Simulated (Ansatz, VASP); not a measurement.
# Re: VASP beside Ansatz

The input INCAR:

```
SYSTEM = Re
ALGO = Normal ; EDIFF = 1E-6
ENCUT = 520 ; GGA = CA
ISIF = 2 ; ISMEAR = -1
LASPH = .TRUE. ; LCHARG = .FALSE.
LREAL = .FALSE. ; LWAVE = .FALSE.
NBANDS = 14 ; NELM = 80
PREC = Accurate ; SIGMA = 0.05
```

Contents of KPOINTS:

```
k-points
0
G
  14 14 8
  0 0 0
```

Contents of POSCAR:

```
Re
1.0
    2.6201393302      0.0000000000      0.0000000000
   -1.3100696651      2.2691072214      0.0000000000
    0.0000000000      0.0000000000      4.1895637172
Re
2
Direct
    0.3333333333      0.6666666667      0.2500000000
    0.6666666667      0.3333333333      0.7500000000
```

Input for Ansatz:

```yaml
crystal:
  lattice:
    - [2.6201393302, 0.0, 0.0]
    - [-1.3100696651, 2.2691072214, 0.0]
    - [0.0, 0.0, 4.1895637172]
  atoms:
    - { symbol: Re, position: [0.3333333333, 0.6666666667, 0.25] }
    - { symbol: Re, position: [0.6666666667, 0.3333333333, 0.75] }
kpoints:
  mp_grid: { grid: [14, 14, 8] }
  band_path:
    path:
      - [0.0, 0.0, 0.0]
      - [0.5, 0.0, 0.0]
      - [0.3333333333, 0.3333333333, 0.0]
      - [0.0, 0.0, 0.0]
      - [0.0, 0.0, 0.5]
      - [0.5, 0.0, 0.5]
      - [0.3333333333, 0.3333333333, 0.5]
      - [0.0, 0.0, 0.5]
      - [0.5, 0.0, 0.5]
    npoints: 5
scf:
  occupations: { method: fermi_dirac, width: 0.05 }
hamiltonian:
  xc: lda
  pseudopotentials: { kind: all_electron, lapw: { basis_error: 0.00025 } }
output:
  forces: true
  stress: true
  eigenvalues: true
```

Change from the starting cell: volume scaled by 1.02.

Alike in both runs: task single point; functional LDA; k mesh 14 × 14 × 8; occupations fermi-dirac, width 0.05 eV; no spin polarisation.

|  | VASP | Ansatz |
| --- | --- | --- |
| version | VASP 6.6.1 | Ansatz 0.2.0 |
| potentials or method | VASP PAW LDA potentials, release 64 (Re), cutoff 520 eV | all-electron LAPW, scalar-relativistic |

```csv
,VASP,Ansatz,Ansatz less VASP
pressure (GPa),81.6,76.7,-4.88
"traceless stress, the component that is largest in VASP (GPa)",4.27,4.39,+0.114
```

LDA's correlation is that of Perdew and Zunger in VASP and of Perdew and Wang (1992) in Ansatz. Both programs put the cell under a high pressure, so it lies far from rest at this level. Ansatz ran all-electron here, and VASP with PAW potentials.

Neither program's run includes spin-orbit coupling. Noted on VASP's run: the cell as given lies far from equilibrium.
